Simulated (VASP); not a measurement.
Input of a VASP 6.6.1 run:

File POSCAR:

```
Mg7Cd9O16
1.0
    9.0328790000      0.0000000000      0.0000000000
    0.0000000000      9.0328790000      0.0000000000
    0.0000000000      0.0000000000      9.0328790000
O Mg Cd
32 14 18
Direct
    0.2329600000      0.0022200000      0.0157830000
    0.2356860000      0.0138670000      0.4874620000
    0.2485480000      0.4976810000      0.0021570000
    0.2619970000      0.4817390000      0.4970660000
    0.7642100000      0.0025130000      0.0073610000
    0.7633330000      0.0135670000      0.4966750000
    0.7504500000      0.4973050000      0.0177350000
    0.7408360000      0.4831570000      0.4877330000
    0.0004700000      0.2369010000      0.0169420000
    0.0008680000      0.2392670000      0.4883930000
    0.0005400000      0.7656810000      0.0159070000
    0.0015160000      0.7659130000      0.4879280000
    0.4988260000      0.2506520000      0.9790420000
    0.5005540000      0.2595580000      0.5079120000
    0.5000380000      0.7490660000      0.9981670000
    0.5002870000      0.7364640000      0.4999570000
    0.9958050000      0.9983800000      0.2522850000
    0.9855080000      0.0001420000      0.7519980000
    0.9860580000      0.5128030000      0.2527490000
    0.9975430000      0.5029430000      0.7506420000
    0.5088290000      0.9873560000      0.2502600000
    0.5144620000      0.9975160000      0.7473440000
    0.5138580000      0.5136460000      0.2616760000
    0.5041270000      0.5044710000      0.7351040000
    0.2396170000      0.2369000000      0.2627170000
    0.2640670000      0.2468160000      0.7320830000
    0.2546920000      0.7652320000      0.2521380000
    0.2685640000      0.7530950000      0.7490530000
    0.7604220000      0.2461460000      0.2631430000
    0.7384590000      0.2373270000      0.7334430000
    0.7493610000      0.7556200000      0.2526950000
    0.7361980000      0.7648820000      0.7486880000
    0.9964420000      0.0006500000      0.0100690000
    0.9976560000      0.0041900000      0.4923800000
    0.5033700000      0.4968870000      0.4982140000
    0.2499790000      0.2465630000      0.4961000000
    0.7505000000      0.2470940000      0.4965180000
    0.2397850000      0.9998020000      0.2529960000
    0.7546280000      0.0002720000      0.2536810000
    0.7502280000      0.0028600000      0.7429400000
    0.7502940000      0.4999060000      0.2557620000
    0.9971440000      0.2382130000      0.2547170000
    0.9939620000      0.7574760000      0.2516810000
    0.5030570000      0.2479930000      0.7401110000
    0.5045220000      0.7508560000      0.2543920000
    0.5038280000      0.7504430000      0.7451370000
    0.9983410000      0.5002260000      0.0063000000
    0.9995820000      0.4967710000      0.4966300000
    0.5015000000      0.9990220000      0.9995150000
    0.5004710000      0.0008780000      0.4983650000
    0.5016400000      0.5008800000      0.9999500000
    0.2489200000      0.2469880000      0.0009970000
    0.2499830000      0.7532850000      0.0030130000
    0.2511700000      0.7513930000      0.4981510000
    0.7507400000      0.2475200000      0.0003670000
    0.7504100000      0.7527040000      0.0018560000
    0.7502990000      0.7505300000      0.4992680000
    0.2493800000      0.0013760000      0.7487330000
    0.2500110000      0.5014410000      0.2528520000
    0.2552980000      0.4983460000      0.7468840000
    0.7470710000      0.4973950000      0.7465740000
    0.9991170000      0.2464110000      0.7472040000
    0.9990200000      0.7553510000      0.7515450000
    0.5016230000      0.2502340000      0.2529210000
```

File INCAR.step1:

```
SYSTEM = Mg7Cd9O16
PREC = Accurate
ENCUT = 520
EDIFF = 1E-5
ISMEAR = -1
SIGMA = 0.05
LREAL = Auto
LASPH = .TRUE.
NELM = 100
ALGO = Normal
ISIF = 2
LWAVE = .TRUE.
LCHARG = .FALSE.
NBANDS = 256
GGA = PE
LUSENCCL = .FALSE.
```

The input INCAR.step2:

```
SYSTEM = Mg7Cd9O16
PREC = Accurate
ENCUT = 520
EDIFF = 1E-6
ISMEAR = -1
SIGMA = 0.05
LREAL = Auto
LASPH = .TRUE.
NELM = 100
ALGO = Normal
ISIF = 2
LWAVE = .FALSE.
LCHARG = .FALSE.
GGA = PE
LHFCALC = .TRUE.
HFSCREEN = 0.2079
PRECFOCK = Fast
NBANDS = 256
ISTART = 1
LUSENCCL = .FALSE.
```

The input KPOINTS:

```
regular mesh
0
G
  1 1 1
  0 0 0
```

Potentials or basis: VASP PAW PBE potentials, release 64 (O, Mg, Cd).

Command:

```sh
$ cat potpaw_PBE.64/O/POTCAR potpaw_PBE.64/Mg/POTCAR potpaw_PBE.64/Cd/POTCAR > POTCAR
$ cp INCAR.step1 INCAR
$ mpirun -np 1 vasp_gam > vasp.out
$ cp INCAR.step2 INCAR
$ mpirun -np 1 vasp_gam > vasp.out
```

(1) Predict the pressure.

(2) Estimate the largest force.

Answers

(1) 1.1 GPa.

(2) 0.195 eV/Å.

Caveat: the k points lie up to 0.70 Å⁻¹ apart; the PAW data sets were made with another functional, which shifts forces and pressure a little.
